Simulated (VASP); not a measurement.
# Si16B (a cell with a defect) in VASP: notebook

Si16B (a cell with a defect) is run at these levels: PBE+D3(BJ); tasks: single point.

Program: VASP 6.6.1. These are calculated values, not measurements. Logs are shortened: lines on timing, memory, paths and dates and some standing lists are left out, and cuts for length are marked.

### 1 The cell of the first run

The cell holds a defect, 17 atoms: a = 7.679 Å, b = 7.679 Å, c = 7.679 Å, α = 60.00°, β = 60.00°, γ = 60.00°.

### 2 Single point, PBE+D3(BJ), collinear spin

INCAR

```
PREC     = Accurate       # precision mode
ENCUT    = 520            # plane-wave cutoff, eV
EDIFF    = 1E-7           # SCF threshold, eV
ISMEAR   = 0              # smearing method
SIGMA    = 0.02           # smearing width, eV
LREAL    = Auto         
LASPH    = T              # aspherical terms in the spheres
NELM     = 150            # most SCF steps
ALGO     = Normal         # electronic algorithm
ISIF     = 2              # what is computed and relaxed
LWAVE    = F              # write WAVECAR
LCHARG   = T              # write CHGCAR
ISPIN    = 2              # spin polarisation
MAGMOM   = 0 0 0 0 0 0 0 0 0 0 0 0 0 0 0 0 1 # initial moments
LORBIT   = 11             # projections on sites
GGA      = PE             # functional
IVDW     = 12             # dispersion correction
LELF     = T              # ELF
LVHAR    = T            
NBANDS   = 52             # bands
```

KPOINTS

```
Automatic mesh
0
Gamma
  2 2 2
```

POSCAR

```
Si16B
1.0
    0.0000000000      5.4300000000      5.4300000000
    5.4300000000      0.0000000000      5.4300000000
    5.4300000000      5.4300000000      0.0000000000
Si B
16 1
Direct
    0.0025240921      0.0023860152     -0.0020264634
    0.1246795792      0.1249990650      0.1254299731
   -0.0007856915     -0.0001286473      0.5012648115
    0.1252703358      0.1253990442      0.6256148826
    0.0024508306      0.4972433766     -0.0020466172
    0.1180121798      0.6272926535      0.1274725360
    0.0025715608      0.4975725430      0.5024251914
    0.1251740295      0.6239559637      0.6255942996
    0.4968694520      0.0025302001     -0.0019696583
    0.6277242964      0.1166037512      0.1278393855
    0.4973934488      0.0024702159      0.5024547056
    0.6232437925      0.1255548600      0.6256741788
    0.5018326355      0.5001740311     -0.0027231610
    0.6275156556      0.6276937367      0.1277346699
    0.4972965114      0.4977272467      0.5024614766
    0.6285589282      0.6284971769      0.6144132393
    0.7555978634      0.7508484678      0.2410960500
```

Potentials or basis: VASP PAW PBE potentials, release 64 (Si, B).

Launch:

```console
$ cat potpaw_PBE.64/Si/POTCAR potpaw_PBE.64/B/POTCAR > POTCAR
$ mpirun -np 1 vasp_std > vasp.out
```

OUTCAR:

```text
PREC = Accurate
   ENCUT = 520
   EDIFF = 1E-7
   ISMEAR = 0
   LREAL = Auto
   LASPH = T
   NELM = 150
   ISIF = 2
   ISPIN = 2
   LORBIT = 11
   GGA = PE
   IVDW = 12
 IVDW          = 12

 ion  position               nearest neighbor table
   1  0.003  0.002  0.998-   2 2.33   4 2.33  10 2.35   6 2.35
   2  0.125  0.125  0.125-   9 2.33   1 2.33   5 2.33   3 2.36
   3  0.999  1.000  0.501-   2 2.36   8 2.36   4 2.36  12 2.36
   4  0.125  0.125  0.626-  11 2.33   7 2.33   1 2.33   3 2.36
   5  0.002  0.497  0.998-   2 2.33   8 2.33  14 2.35   6 2.35
   6  0.118  0.627  0.127-  17 2.27   7 2.35   1 2.35   5 2.35  13 2.41
   7  0.003  0.498  0.502-   8 2.33   4 2.33  16 2.35   6 2.35
   8  0.125  0.624  0.626-  15 2.33   7 2.33   5 2.33   3 2.36
   9  0.497  0.003  0.998-   2 2.33  12 2.33  10 2.35  14 2.35
  10  0.628  0.117  0.128-  17 2.29  11 2.35   9 2.35   1 2.35  13 2.41
  11  0.497  0.002  0.502-   4 2.33  12 2.33  16 2.35  10 2.35
  12  0.623  0.126  0.626-  11 2.33  15 2.33   9 2.33   3 2.36
  13  0.502  0.500  0.997-  16 2.40  10 2.41  14 2.41   6 2.41
  14  0.628  0.628  0.128-  17 2.29  15 2.35   9 2.35   5 2.35  13 2.41
  15  0.497  0.498  0.502-   8 2.33  12 2.33  16 2.35  14 2.35
  16  0.629  0.628  0.614-  17 2.34  11 2.35  15 2.35   7 2.35  13 2.40
  17  0.756  0.751  0.241-   6 2.27  14 2.29  10 2.29  16 2.34

  LATTYP: Found a face centered cubic cell.
 ALAT       =    10.8600000000

  Lattice vectors:

 A1 = (   0.0000000000,   5.4300000000,   5.4300000000)
 A2 = (   5.4300000000,   0.0000000000,   5.4300000000)
 A3 = (   5.4300000000,   5.4300000000,   0.0000000000)

Analysis of symmetry for initial positions (statically):
=====================================================================
 Subroutine PRICEL returns:
 Original cell was already a primitive cell.

 Routine SETGRP: Setting up the symmetry group for a
 face centered cubic supercell.

 Subroutine GETGRP returns: Found  1 space group operations
 (whereof  1 operations were pure point group operations)
 out of a pool of 48 trial point group operations.

The static configuration has the point symmetry C_1 .

Analysis of symmetry for dynamics (positions and initial velocities):
=====================================================================
 Subroutine PRICEL returns:
 Original cell was already a primitive cell.

 Routine SETGRP: Setting up the symmetry group for a
 face centered cubic supercell.

 Subroutine GETGRP returns: Found  1 space group operations
 (whereof  1 operations were pure point group operations)
 out of a pool of 48 trial point group operations.

The dynamic configuration has the point symmetry C_1 .

Analysis of structural, dynamic, and magnetic symmetry:
=====================================================================
 Subroutine PRICEL returns:
 Original cell was already a primitive cell.

 Routine SETGRP: Setting up the symmetry group for a
 face centered cubic supercell.

 Subroutine GETGRP returns: Found  1 space group operations
 (whereof  1 operations were pure point group operations)
 out of a pool of 48 trial point group operations.

The overall configuration has the point symmetry C_1 .

 Subroutine INISYM returns: Found  1 space group operations
 (whereof  1 operations are pure point group operations),
 and found     1 'primitive' translations

----------------------------------------------------------------------------------------

                                     Primitive cell

  volume of cell :     320.2060

  direct lattice vectors                    reciprocal lattice vectors
     0.000000000  5.430000000  5.430000000    -0.092081031  0.092081031  0.092081031
     5.430000000  0.000000000  5.430000000     0.092081031 -0.092081031  0.092081031
     5.430000000  5.430000000  0.000000000     0.092081031  0.092081031 -0.092081031

  length of vectors
     7.679179644  7.679179644  7.679179644     0.159489025  0.159489025  0.159489025

  position of ions in fractional coordinates (direct lattice)
     0.002524092  0.002386015  0.997973537
     0.124679579  0.124999065  0.125429973
     0.999214309  0.999871353  0.501264812
     0.125270336  0.125399044  0.625614883
     0.002450831  0.497243377  0.997953383
     0.118012180  0.627292653  0.127472536
[... 9 lines left out ...]
     0.628558928  0.628497177  0.614413239
     0.755597863  0.750848468  0.241096050

  ion indices of the primitive-cell ions
   primitive index   ion index
                 1           1
[... 62 lines left out ...]
   PREC   = accura    normal or accurate (medium, high low for compatibility)
   ISTART =      0    job   : 0-new  1-cont  2-samecut
   ICHARG =      2    charge: 1-file 2-atom 10-const
   ISPIN  =      2    spin polarized calculation?
   LNONCOLLINEAR =      F non collinear calculations
   LSORBIT =      F    spin-orbit coupling
   LASPH  =      T    aspherical Exc in radial PAW
   ENCUT  =  520.0 eV  38.22 Ry    6.18 a.u.  14.28 14.28 14.28*2*pi/ulx,y,z
   NELM   =    150;   NELMIN=  2; NELMDL= -5     # of ELM steps
   EDIFF  = 0.1E-06   stopping-criterion for ELM
   LREAL  =      T    real-space projection
   EDIFFG = 0.1E-05   stopping-criterion for IOM
   NSW    =      0    number of steps for IOM
   IBRION =     -1    ionic relax: 0-MD 1-quasi-New 2-CG
   NFREE  =      0    steps in history (QN), initial steepest desc. (CG)
   ISIF   =      2    stress and relaxation
   ISYM   =      2    0-nonsym 1-usesym 2-fastsym
   POTIM  = 0.5000    time-step for ionic-motion
   TEBEG  =    0.0;   TEEND  =   0.0 temperature during run
   PSTRESS=    0.0 pullay stress
   NELECT =      67.0000    total number of electrons
   NUPDOWN=      -1.0000    fix difference up-down
   EMIN   =  10.00;   EMAX   =-10.00  energy-range for DOS
   EFERMI =   0.00;   METHOD = LEGACY
   ISMEAR =     0;   SIGMA  =   0.02  broadening in eV -4-tet -1-fermi 0-gaus
   EFERMI_NEDOS =   21; number of points for ismear=-14 and -15
   IALGO  =     38    algorithm
   IMIX   =      4    mixing-type and parameters
     AMIX     =   0.40;   BMIX     =  1.00
     AMIX_MAG =   1.60;   BMIX_MAG =  1.00
  volume/ion in A,a.u.               =      18.84       127.11
  Fermi-wavevector in a.u.,A,eV,Ry     =   0.971904  1.836632 12.852022  0.944597
  Thomas-Fermi vector in A             =   2.102159
   LORBIT       =     11    0 simple, 1 ext, 2 COOP (PROOUT), +10 PAW based schemes
   GGA     = PE    functional components
   LHFCALC =     F    Hartree Fock is set to
   AEXX    =    0.0000 exact exchange contribution
   IVDW    =    12    specifies the selected vdW correction
   LEPSILON=     F    determine dielectric tensor
   LRPA    =     F    only Hartree local field effects (RPA)
 spin polarized calculation
 Gauss-broadening in eV      SIGMA  =   0.02
  energy-cutoff  :      520.00
  volume of cell :      320.21
 maximum number of plane-waves:      8646
 NGX is ok and might be reduce to    60
   NGX = 29   NGY = 29   NGZ = 29

 number of electron      67.0000001 magnetization      -0.0001899

 number of electron      67.0000001 magnetization       0.0000137

 Free energy of the ion-electron system (eV)
  ---------------------------------------------------
  ext. energy  EPLUGINS =         0.00000000
  ---------------------------------------------------
  free energy    TOTEN  =       -88.61929240 eV

  energy without entropy =      -88.61929240  energy(sigma->0) =      -88.61929240

 E-fermi :   6.3704     XC(G=0):  -9.5683

 val. band max:        6.2395987861   @ k =   0.0000   0.0000   0.5000
 cond. band min:       6.4763611819   @ k =   0.0000   0.0000   0.0000
 fundamental gap:      0.2367623958
 Fermi energy:         6.3704167349

 spin component 1

 k-point     1 :       0.0000    0.0000    0.0000
  band No.  band energies     occupation
      1      -6.2725      1.00000
      2      -3.8715      1.00000
      3      -3.8210      1.00000
      4      -3.8168      1.00000
      5      -3.7897      1.00000
      6      -2.4374      1.00000
[... 373 lines left out ...]
     44      10.0358      0.00000
     45      10.1967      0.00000
 Fermi energy:         6.3704167349

 spin component 2

 k-point     1 :       0.0000    0.0000    0.0000
  band No.  band energies     occupation
      1      -6.2725      1.00000
      2      -3.8715      1.00000
      3      -3.8210      1.00000
      4      -3.8168      1.00000
      5      -3.7897      1.00000
      6      -2.4374      1.00000
[... 373 lines left out ...]
     44      10.0358      0.00000
     45      10.1967      0.00000
 [bands above 45 left out]

------------------------ aborting loop because EDIFF is reached ----------------------------------------

 Edisp (eV)   -5.33991

 E8    (eV) :    -2.1984

  FORCE on cell =-STRESS in cart. coord.  units (eV):
  Direction    XX          YY          ZZ          XY          YZ          ZX
  --------------------------------------------------------------------------------------
  -------------------------------------------------------------------------------------
  Total       0.94650     0.95242     0.95023    -0.05886     0.07411     0.02245
  in kB       4.73591     4.76552     4.75454    -0.29449     0.37080     0.11233
  external pressure =        4.75 kB  Pullay stress =        0.00 kB

 VOLUME and BASIS-vectors are now :
 -----------------------------------------------------------------------------
  energy-cutoff  :      520.00
  volume of cell :      320.21
      direct lattice vectors                 reciprocal lattice vectors
     0.000000000  5.430000000  5.430000000    -0.092081031  0.092081031  0.092081031
     5.430000000  0.000000000  5.430000000     0.092081031 -0.092081031  0.092081031
     5.430000000  5.430000000  0.000000000     0.092081031  0.092081031 -0.092081031

 POSITION                                       TOTAL-FORCE (eV/Angst)
 -----------------------------------------------------------------------------------
      5.43195      5.43270      0.02666        -0.005385     -0.009892     -0.016519
      1.35983      1.35809      1.35576        -0.018688     -0.009876      0.015961
      8.15117      8.14760     10.85504         0.013207      0.004427     -0.009673
      4.07801      4.07731      1.36113         0.006075      0.013568      0.019879
      8.11892      5.43219      2.71334         0.017482     -0.007984      0.005085
      4.09837      1.33298      4.04701        -0.000156      0.012475      0.002555
[... 9 lines left out ...]
      6.74900      6.74934      6.82581        -0.005782     -0.011891      0.008060
      5.38626      5.41205      8.18000         0.010899      0.002137     -0.008315
 -----------------------------------------------------------------------------------
    total drift:                               -0.004795     -0.002479      0.001757

  FREE ENERGIE OF THE ION-ELECTRON SYSTEM (eV)
  ---------------------------------------------------
  free  energy   TOTEN  =       -93.9592027536 eV

  energy  without entropy=      -93.9592027536  energy(sigma->0) =      -93.95920275

 total charge

# of ion       s       p       d       tot
------------------------------------------
    1        0.757   0.931   0.000   1.688
    2        0.742   0.956   0.000   1.699
    3        0.741   0.957   0.000   1.698
    4        0.741   0.957   0.000   1.698
    5        0.757   0.930   0.000   1.688
    6        0.738   0.945   0.000   1.683
[... 9 lines left out ...]
   16        0.738   0.944   0.000   1.682
   17        0.825   0.763   0.000   1.588
--------------------------------------------------
tot         12.806  15.813   0.000  28.619

 magnetization (x)

# of ion       s       p       d       tot
------------------------------------------
    1        0.000  -0.000   0.000  -0.000
    2        0.000  -0.000   0.000   0.000
    3        0.000   0.000   0.000   0.000
    4        0.000  -0.000   0.000  -0.000
    5        0.000  -0.000   0.000  -0.000
    6        0.000   0.000   0.000   0.000
[... 9 lines left out ...]
   16        0.000   0.000   0.000   0.000
   17       -0.000   0.000   0.000  -0.000
--------------------------------------------------
tot          0.000  -0.000   0.000   0.000
```

Wall time 20 min (1 thread of Intel Xeon 8259CL, shared host); peak memory 0.71 GiB.

What came out:

- Free energy: -93.9592 eV
- Pressure: 0.5 GPa
- Largest force: 0.028 eV/Å
- Net moment: 0.00 μB per cell
- Valence electrons inside the program's atomic spheres: Si 1.69, 1.70, 1.68, 1.67 (each value once); B 1.59
- Dispersion energy per atom: -0.314 eV

Forces in eV/Å, atoms in the order of the input:
```
Si  -0.005 -0.010 -0.017
Si  -0.019 -0.010  0.016
Si   0.013  0.004 -0.010
Si   0.006  0.014  0.020
Si   0.017 -0.008  0.005
Si   0.000  0.012  0.003
Si   0.002 -0.012 -0.003
Si  -0.021  0.012 -0.006
Si  -0.009  0.014  0.011
Si   0.007  0.004 -0.008
Si  -0.010  0.002  0.001
Si   0.012 -0.020 -0.014
Si  -0.004  0.003  0.002
Si   0.006  0.000 -0.009
Si  -0.001  0.004  0.011
Si  -0.006 -0.012  0.008
B    0.011  0.002 -0.008
```

Levels at points of the mesh, in eV from the Fermi level:
Spin up:
```csv
k point,band 30,band 31,band 32,band 33,band 34,band 35,band 36,band 37
"(0.00, 0.00, 0.00)",-1.54,-0.41,-0.39,-0.39,0.11,0.16,0.17,0.45
"(0.50, 0.00, 0.00)",-1.27,-1.25,-1.08,-1.07,-0.20,0.97,1.03,1.20
"(0.00, 0.50, 0.00)",-1.27,-1.24,-1.09,-1.08,-0.18,0.97,1.05,1.20
"(0.00, 0.00, 0.50)",-1.25,-1.24,-1.09,-1.09,-0.13,1.01,1.04,1.19
"(0.50, 0.50, 0.50)",-1.27,-1.25,-1.09,-1.07,-0.18,0.97,1.04,1.20
"(0.50, 0.50, 0.00)",-1.76,-1.75,-1.65,-0.69,0.29,1.03,1.14,1.16
"(0.00, 0.50, 0.50)",-1.77,-1.75,-1.65,-0.69,0.29,1.03,1.14,1.15
"(0.50, 0.00, 0.50)",-1.76,-1.75,-1.65,-0.69,0.29,1.02,1.14,1.16
```
Spin down:
```
           k point  band 29  band 30  band 31  band 32  band 33  band 34  band 35  band 36  band 37  band 38
(0.00, 0.00, 0.00)    -1.54    -1.54    -0.41    -0.39    -0.39     0.11     0.16     0.17     0.45     0.46
(0.50, 0.00, 0.00)    -1.28    -1.27    -1.25    -1.08    -1.07    -0.20     0.97     1.03     1.20     1.20
(0.00, 0.50, 0.00)    -1.29    -1.27    -1.24    -1.09    -1.08    -0.18     0.97     1.05     1.20     1.20
(0.00, 0.00, 0.50)    -1.32    -1.25    -1.24    -1.09    -1.09    -0.13     1.01     1.04     1.19     1.19
(0.50, 0.50, 0.50)    -1.29    -1.27    -1.25    -1.09    -1.07    -0.18     0.97     1.04     1.20     1.20
(0.50, 0.50, 0.00)    -1.90    -1.76    -1.75    -1.65    -0.69     0.29     1.03     1.14     1.16     1.32
(0.00, 0.50, 0.50)    -1.90    -1.77    -1.75    -1.65    -0.69     0.29     1.03     1.14     1.15     1.32
(0.50, 0.00, 0.50)    -1.90    -1.76    -1.75    -1.65    -0.69     0.29     1.02     1.14     1.16     1.32
```

Caveat: the k points lie up to 0.50 Å⁻¹ apart.

[end of part 1 of 2]
